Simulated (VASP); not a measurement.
GaAsSe3: relaxation of cell and atoms with PBE

Crystal: GaAsSe3.

```
Ga As Se
1.0
     4.57420    0.00000    0.00000
     0.00000    4.57420    0.00000
     0.00000    0.00000    6.02227
Ga As Se
1 1 3
Cartesian
  2.2871 2.2871 4.1868
  0.0000 0.0000 5.8616
  2.2871 0.0000 1.1760
  0.0000 2.2871 1.1760
  0.0000 0.0000 3.3069
```

The cell was built from a structure type or drawn by symmetry, and may not be a known phase.

| Quantity | Value |
| --- | --- |
| Program | VASP 6.6.1 |
| Task | relaxation of cell and atoms |
| Functional | PBE |
| Potentials or basis | VASP PAW PBE potentials, release 64 (Ga_d, As, Se) |
| Cutoff | 500 eV |
| k mesh | 3 × 3 × 2 |
| Occupations | gaussian, width 0.15 eV |
| Spin | no spin polarisation |
| Dipole correction | no |
| Further INCAR settings | ALGO = Normal; EDIFF = 1e-07; IBRION = 2; EDIFFG = -0.08; NSW = 36; ISIF = 3 |

- Relaxed volume: 26.60 Å³/atom
- Relaxed cell: a = 4.546 Å, b = 4.546 Å, c = 6.433 Å, α = 90.00°, β = 90.00°, γ = 90.00°
- Space group after relaxing (to 0.1 Å): P4mm (No. 99)
- Energy gained by relaxing: 67.8 meV/atom
- Ionic steps: 17
- Pressure after relaxing: 0.0 GPa
- Largest force after relaxing: 0.075 eV/Å
- Band gap on the k mesh: zero (bands 18 and 19 overlap by 0.64 eV)

Forces on the atoms (eV/Å):
```
Ga   0.000  0.000 -0.044
As   0.000  0.000  0.034
Se   0.000  0.000 -0.033
Se   0.000  0.000 -0.033
Se   0.000  0.000  0.075
```

Stress tensor (GPa, compression positive):
```
-0.06  0.00  0.00
 0.00 -0.06  0.00
 0.00  0.00  0.12
```

The path:
```csv
step,energy change (eV),largest force (eV/Å),pressure (GPa),volume (Å³)
1,0.0000,0.7576,-0.53,126.01
2,-0.0693,0.8388,0.32,124.51
3,-0.1210,0.8059,2.05,121.96
4,-0.1623,0.7350,1.76,123.17
5,-0.2481,0.5720,1.15,126.85
6,-0.2797,0.2088,0.91,134.42
7,-0.2834,0.2628,0.91,132.96
8,-0.2962,0.2036,-0.05,135.26
9,-0.2966,0.1890,-0.24,135.74
10,-0.3027,0.0962,-0.29,135.67
11,-0.3158,0.3285,-0.44,135.46
12,-0.3186,0.3447,-0.43,135.28
13,-0.3251,0.4015,-0.39,134.75
14,-0.3275,0.5265,-0.27,133.66
15,-0.3283,0.4859,-0.31,134.03
16,-0.3326,0.3711,-0.24,133.76
17,-0.3390,0.0749,0.00,132.98
```

Final structure:
```cif
data_structure
_symmetry_space_group_name_H-M 'P 1'
_symmetry_Int_Tables_number 1
_cell_length_a 4.5465
_cell_length_b 4.5465
_cell_length_c 6.4335
_cell_angle_alpha 90.000
_cell_angle_beta 90.000
_cell_angle_gamma 90.000
_cell_volume 132.98
loop_
_atom_site_label
_atom_site_type_symbol
_atom_site_fract_x
_atom_site_fract_y
_atom_site_fract_z
_atom_site_occupancy
Ga1 Ga 0.50000 0.50000 0.67054 1
As1 As 0.00000 0.00000 0.98497 1
Se1 Se 0.50000 0.00000 0.17161 1
Se2 Se 0.00000 0.50000 0.17161 1
Se3 Se 0.00000 0.00000 0.60946 1
```

Levels at points of the mesh, in eV from the Fermi level:
| k point | band 14 | band 15 | band 16 | band 17 | band 18 | band 19 | band 20 | band 21 | band 22 |
| --- | --- | --- | --- | --- | --- | --- | --- | --- | --- |
| (0.00, 0.00, 0.00) | -2.19 | -1.99 | -1.99 | -1.40 | -0.57 | -0.57 | 1.83 | 1.83 | 2.28 |
| (0.00, 0.00, 0.50) | -2.44 | -2.44 | -1.73 | -1.49 | -0.43 | -0.43 | 1.83 | 2.55 | 2.76 |

Run time: 2.3 min on 1 thread of Intel(R) Xeon(R) 6975P-C (Granite Rapids), on a shared host, peak memory 0.24 GiB.

Caveat: the k points lie up to 0.49 Å⁻¹ apart in the final cell, too coarse for converged energies and pressures of a metal; the relaxation stopped at a loose force limit of 0.08 eV/Å, so its end isn't a converged minimum.
